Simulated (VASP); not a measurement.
# AlNi3 (Fm-3m) in VASP: further runs

The runs below take AlNi3 through single point, with PBE.

Program: VASP 6.6.1. These are calculated values, not measurements. Logs are shortened: lines on timing, memory, paths and dates and some standing lists are left out, and cuts for length are marked.

## 1. The cell of the first run

Symmetry: Fm-3m, No. 225, cubic system. Conventional cell: a = 5.309 Å, b = 5.309 Å, c = 5.309 Å, α = 90.00°, β = 90.00°, γ = 90.00°. Al (site symmetry m-3m) has 14 Ni at 2.30 to 2.65 Å within 3.0 Å. Within 3.0 Å of Ni (site symmetry -43m) lie 4 Al at 2.30 Å and 10 Ni at 2.30 to 2.65 Å. Ni (site symmetry m-3m) has 8 Ni at 2.30 Å and 6 Al at 2.65 Å within 3.0 Å.

## 2. Single point, PBE, collinear spin (9.35 Å³/atom)

Contents of INCAR:

```
  PREC = Accurate
  ENCUT = 520
  EDIFF = 1E-6
  ISMEAR = 0
  SIGMA = 0.15
  LREAL = False
  LASPH = True
  NELM = 150
  ALGO = Normal
  ISIF = 2
  LWAVE = False
  LCHARG = False
  ISPIN = 2
  MAGMOM = 0 0.125 0.125 0.125
  LORBIT = 11
  NUPDOWN = 0.375
  LMAXMIX = 4
  GGA = PE
  NBANDS = 28
```

Contents of KPOINTS:

```
regular mesh
0
Gamma
  14 14 14
```

Contents of POSCAR:

```
AlNi3
1.0
    0.0000000000      2.6543774807      2.6543774807
    2.6543774807      0.0000000000      2.6543774807
    2.6543774807      2.6543774807      0.0000000000
Al Ni
1 3
Direct
    0.5000000000      0.5000000000      0.5000000000
    0.2500000000      0.2500000000      0.2500000000
    0.0000000000      0.0000000000      0.0000000000
    0.7500000000      0.7500000000      0.7500000000
```

Potentials or basis: VASP PAW PBE potentials, release 64 (Al, Ni).

Run with:

```bash
$ cat potpaw_PBE.64/Al/POTCAR potpaw_PBE.64/Ni/POTCAR > POTCAR
$ mpirun -np 1 vasp_std > vasp.out
```

OUTCAR:

```text
PREC = Accurate
   ENCUT = 520
   EDIFF = 1E-6
   ISMEAR = 0
   LREAL = False
   LASPH = True
   NELM = 150
   ISIF = 2
   ISPIN = 2
   LORBIT = 11
   NUPDOWN = 0.375
   GGA = PE

 ion  position               nearest neighbor table
   1  0.500  0.500  0.500-   2 2.30   2 2.30   2 2.30   2 2.30   4 2.30   4 2.30   4 2.30   4 2.30
                             3 2.65   3 2.65   3 2.65   3 2.65   3 2.65   3 2.65
   2  0.250  0.250  0.250-   3 2.30   3 2.30   3 2.30   1 2.30   3 2.30   1 2.30   1 2.30   1 2.30
                             4 2.65   4 2.65   4 2.65   4 2.65   4 2.65   4 2.65
   3  0.000  0.000  0.000-   4 2.30   4 2.30   4 2.30   2 2.30   4 2.30   2 2.30   2 2.30   2 2.30
                             1 2.65   1 2.65   1 2.65   1 2.65   1 2.65   1 2.65
   4  0.750  0.750  0.750-   1 2.30   1 2.30   1 2.30   1 2.30   3 2.30   3 2.30   3 2.30   3 2.30
                             2 2.65   2 2.65   2 2.65   2 2.65   2 2.65   2 2.65

  LATTYP: Found a face centered cubic cell.
 ALAT       =     5.3087549614

  Lattice vectors:

 A1 = (   0.0000000000,   2.6543774807,   2.6543774807)
 A2 = (   2.6543774807,   0.0000000000,   2.6543774807)
 A3 = (   2.6543774807,   2.6543774807,   0.0000000000)

Analysis of symmetry for initial positions (statically):
=====================================================================
 Subroutine PRICEL returns:
 Original cell was already a primitive cell.

 Routine SETGRP: Setting up the symmetry group for a
 face centered cubic supercell.

 Subroutine GETGRP returns: Found 48 space group operations
 (whereof 48 operations were pure point group operations)
 out of a pool of 48 trial point group operations.

The static configuration has the point symmetry O_h .

Analysis of symmetry for dynamics (positions and initial velocities):
=====================================================================
 Subroutine PRICEL returns:
 Original cell was already a primitive cell.

 Routine SETGRP: Setting up the symmetry group for a
 face centered cubic supercell.

 Subroutine GETGRP returns: Found 48 space group operations
 (whereof 48 operations were pure point group operations)
 out of a pool of 48 trial point group operations.

The dynamic configuration has the point symmetry O_h .

Analysis of structural, dynamic, and magnetic symmetry:
=====================================================================
 Subroutine PRICEL returns:
 Original cell was already a primitive cell.

 Routine SETGRP: Setting up the symmetry group for a
 face centered cubic supercell.

 Subroutine GETGRP returns: Found 48 space group operations
 (whereof 48 operations were pure point group operations)
[... 136 lines left out ...]
   LRPA    =     F    only Hartree local field effects (RPA)
 spin polarized calculation
 Gauss-broadening in eV      SIGMA  =   0.15
  energy-cutoff  :      520.00
  volume of cell :       37.40
 maximum number of plane-waves:      1022
   NGX = 13   NGY = 13   NGZ = 13

 number of electron      32.9999978 magnetization       0.3750000

 Free energy of the ion-electron system (eV)
  ---------------------------------------------------
  ext. energy  EPLUGINS =         0.00000000
  ---------------------------------------------------
  free energy    TOTEN  =       -20.49485670 eV

  energy without entropy =      -20.46777444  energy(sigma->0) =      -20.48131557

 E-fermi :  12.3514     XC(G=0): -13.7180

 val. band max:       12.5582265546   @ k =  -0.3571   0.4286   0.1429
 cond. band min:      12.3582707807   @ k =  -0.3571   0.2143   0.0714
 fundamental gap:     -0.1999557739
 Fermi energy:        12.5603809198

 spin component 1

 k-point     1 :       0.0000    0.0000    0.0000
  band No.  band energies     occupation
      1       1.0175      1.00000
      2       7.7927      1.00000
      3       7.7927      1.00000
      4       8.0946      1.00000
      5       8.0946      1.00000
      6       8.0946      1.00000
[... 733 lines left out ...]
     27      27.5988      0.00000
     28      28.5059      0.00000

 [... further k-points ...]

 spin component 2

 k-point     1 :       0.0000    0.0000    0.0000
  band No.  band energies     occupation
      1       1.0368      1.00000
      2       7.8676      1.00000
      3       7.8676      1.00000
      4       8.1669      1.00000
      5       8.1669      1.00000
      6       8.1669      1.00000
[... 733 lines left out ...]
     27      27.6353      0.00000
     28      28.5417      0.00000

 [... further k-points ...]

------------------------ aborting loop because EDIFF is reached ----------------------------------------

  FORCE on cell =-STRESS in cart. coord.  units (eV):
  Direction    XX          YY          ZZ          XY          YZ          ZX
  --------------------------------------------------------------------------------------
  -------------------------------------------------------------------------------------
  Total       13.0634411     13.0634411     13.0634411      0.0000000      0.0000000      0.0000000
  in kB      559.5644638    559.5644638    559.5644638      0.0000000      0.0000000      0.0000000
  external PRESSURE =     559.5644638 kB  Pullay stress =       0.0000000 kB

 VOLUME and BASIS-vectors are now :
 -----------------------------------------------------------------------------
  energy-cutoff  :      520.00
  volume of cell :       37.40
      direct lattice vectors                 reciprocal lattice vectors
     0.000000000  2.654377481  2.654377481    -0.188368084  0.188368084  0.188368084
     2.654377481  0.000000000  2.654377481     0.188368084 -0.188368084  0.188368084
     2.654377481  2.654377481  0.000000000     0.188368084  0.188368084 -0.188368084

 POSITION                                       TOTAL-FORCE (eV/Angst)
 -----------------------------------------------------------------------------------
      2.65438      2.65438      2.65438        -0.000000     -0.000000     -0.000000
      1.32719      1.32719      1.32719        -0.000000      0.000000      0.000000
      0.00000      0.00000      0.00000        -0.000000     -0.000000     -0.000000
      3.98157      3.98157      3.98157         0.000000     -0.000000      0.000000
 -----------------------------------------------------------------------------------
    total drift:                                0.000000      0.000000      0.000000

  FREE ENERGIE OF THE ION-ELECTRON SYSTEM (eV)
  ---------------------------------------------------
  free  energy   TOTEN  =       -20.4948567036 eV

  energy  without entropy=      -20.4677744374  energy(sigma->0) =      -20.48131557

 total charge

# of ion       s       p       d       tot
------------------------------------------
    1        0.434   0.500   0.000   0.934
    2        0.562   0.694   8.553   9.808
    3        0.569   0.675   8.514   9.758
    4        0.562   0.694   8.553   9.808
--------------------------------------------------
tot          2.127   2.563  25.619  30.309

 magnetization (x)

# of ion       s       p       d       tot
------------------------------------------
    1       -0.000   0.004   0.000   0.004
    2        0.003   0.004   0.094   0.101
    3        0.002   0.003   0.154   0.159
    4        0.003   0.004   0.094   0.101
--------------------------------------------------
tot          0.007   0.015   0.342   0.364
```

stdout:

```text
POSCAR found type information on POSCAR AlNi
 POSCAR found :  2 types and       4 ions
 scaLAPACK will be used
 LDA part: xc-table for (Slater+PW92), standard interpolation
 POSCAR, INCAR and KPOINTS ok, starting setup
 FFT: planning ... GRIDC
 FFT: planning ... GRID_SOFT
 FFT: planning ... GRID
 WAVECAR not read
 entering main loop
```

Run time: 5 min. Hardware: 1 thread of Intel Xeon 8259CL, shared host; peak memory 0.28 GiB.

What came out:

* Free energy: -20.4949 eV
* Pressure: 56.0 GPa
* Net moment: 0.38 μB per cell
* Site moments: Al +0.00; Ni +0.10, +0.16 (each value once) μB
* Valence electrons inside the program's atomic spheres: Al 0.93; Ni 9.81, 9.76 (each value once)

Caveat: the cell stands under pressure; the total moment is fixed, so each spin has its own Fermi level.

[end of part 1 of 2]
